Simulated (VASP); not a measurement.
## CuH2: single point with PBE

The system is CuH2.

```
CELL_PARAMETERS angstrom
4.78383 0.00000 0.00000
0.00000 4.78758 0.00000
0.00000 0.00000 2.39354
ATOMIC_POSITIONS crystal
Cu 0.00000 0.00000 0.00000
Cu 0.50000 0.50000 0.50000
H 0.66527 0.66491 0.00000
H 0.83473 0.16491 0.50000
H 0.16527 0.83509 0.50000
H 0.33473 0.33509 0.00000
```

This cell differs from its parent crystal: atoms taken out.

```
Program             : VASP 6.6.1
Task                : single point
Functional          : PBE
Potentials or basis : VASP PAW PBE potentials, release 64 (Cu, H)
Cutoff              : 520 eV
k mesh              : 8 × 8 × 16
Occupations         : gaussian, width 0.1 eV
Spin                : no spin polarisation
```

| Item | Value |
| --- | --- |
| Pressure | 0.1 GPa |
| Largest force | 0.016 eV/Å |
| Band gap on the k mesh | zero (bands 13 and 14 overlap by 5.19 eV) |

Forces in eV/Å, atoms in the order of the input:
```
Cu   0.000  0.000  0.000
Cu   0.000  0.000  0.000
H    0.011  0.011  0.000
H   -0.011  0.011  0.000
H    0.011 -0.011  0.000
H   -0.011 -0.011  0.000
```

Stress tensor (GPa, compression positive):
```
 0.00  0.00  0.00
 0.00 -0.01  0.00
 0.00  0.00  0.45
```

Levels at points of the mesh, in eV from the Fermi level:
| k point | band 11 | band 12 | band 13 | band 14 | band 15 | band 16 |
| --- | --- | --- | --- | --- | --- | --- |
| (0.00, 0.00, 0.00) | -2.65 | -2.19 | -2.19 | -1.46 | 5.16 | 5.18 |
| (0.50, 0.00, 0.00) | -2.19 | -2.19 | -1.38 | -1.38 | 3.13 | 3.13 |
| (0.00, 0.50, 0.00) | -2.19 | -2.19 | -1.38 | -1.38 | 3.14 | 3.14 |
| (0.50, 0.50, 0.00) | -2.32 | -2.32 | -2.19 | -2.19 | 5.26 | 5.26 |
| (0.00, 0.00, 0.50) | -1.89 | -1.89 | 2.98 | 2.98 | 4.84 | 4.84 |
| (0.50, 0.00, 0.50) | -2.28 | -2.28 | 2.30 | 2.30 | 6.00 | 6.00 |
| (0.00, 0.50, 0.50) | -2.29 | -2.29 | 2.30 | 2.30 | 6.00 | 6.00 |
| (0.50, 0.50, 0.50) | -1.97 | -1.97 | 2.46 | 2.46 | 4.12 | 4.12 |

Run time: 110 s on 1 thread of AMD EPYC 9R45 96-Core Processor (Zen 5) (shared host), peak memory 0.31 GiB.

Caveat: the cell differs from its parent crystal (atoms taken out).
